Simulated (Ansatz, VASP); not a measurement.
**C in VASP and in Ansatz**

File INCAR:

```
SYSTEM = C
PREC     = Accurate       ! precision mode
ENCUT    = 600            ! plane-wave cutoff, eV
EDIFF    = 1E-6           ! SCF threshold, eV
ISMEAR   = 0              ! smearing method
SIGMA    = 0.1            ! smearing width, eV
LREAL    = .FALSE.        ! projectors in reciprocal space
LASPH    = .TRUE.         ! aspherical terms in the spheres
NELM     = 60             ! most SCF steps
ALGO     = Normal         ! electronic algorithm
ISIF     = 3              ! what is computed and relaxed
LWAVE    = .FALSE.        ! write WAVECAR
LCHARG   = .FALSE.        ! write CHGCAR
GGA      = PE             ! functional
IVDW     = 12             ! dispersion correction
IBRION   = 2              ! ionic algorithm
NSW      = 100            ! ionic steps
EDIFFG   = -0.005         ! ionic threshold
```

File KPOINTS:

```
regular mesh
0
G
  21 21 6
  0 0 0
```

File POSCAR:

```
C
1.0
    2.4649740423      0.0000000000      0.0000000000
   -1.2324870212      2.1347301403      0.0000000000
    0.0000000000      0.0000000000      6.7441727653
C
4
Direct
    0.0000000000      0.0000000000      0.2500000000
    0.0000000000      0.0000000000      0.7500000000
    0.3333333333      0.6666666667      0.2500000000
    0.6666666667      0.3333333333      0.7500000000
```

Input for Ansatz:

```yaml
crystal:
  lattice:
    - [2.4649740391, 0.0, 0.0]
    - [-1.2324870196, 2.1347301375, 0.0]
    - [0.0, 0.0, 6.7441727485]
  atoms:
    - { symbol: C, position: [0.0, 0.0, 0.25] }
    - { symbol: C, position: [0.0, 0.0, 0.75] }
    - { symbol: C, position: [0.3333333333, 0.6666666667, 0.25] }
    - { symbol: C, position: [0.6666666667, 0.3333333333, 0.75] }
basis:
  ecutwfc: 420
kpoints:
  mp_grid: { grid: [21, 21, 6] }
hamiltonian:
  xc: pbe
  dispersion: d3bj
scf:
  occupations: { method: gaussian, width: 0.1 }
output:
  forces: true
  stress: true
  eigenvalues: true
relax:
  adjacent_minimum: "off"
  f_tol: 0.005
  max_steps: 80
  cell: { stress_tol: 0.05 }
```

Alike in both runs: task relaxation of cell and atoms; functional PBE; dispersion D3(BJ); k mesh 21 × 21 × 6; occupations gaussian, width 0.1 eV; no spin polarisation.

```csv
,VASP,Ansatz
version,VASP 6.6.1,Ansatz 0.2.0
potentials or method,"VASP PAW PBE potentials, release 64 (C), cutoff 600 eV","scalar-relativistic, plane waves, PAW"
valence electrons in the cell,16,16
```

```csv
,VASP,Ansatz,Ansatz less VASP
"gap on the k mesh at the Fermi level, each at its own relaxed structure (eV)",none,none,-
relaxed volume (Å³/atom),8.77,8.87,+0.102
relaxed cell length with the largest relative difference (Å),6.665,6.744,+0.0792
```

A gap of «none» marks a metal or a gap that the smearing closes.
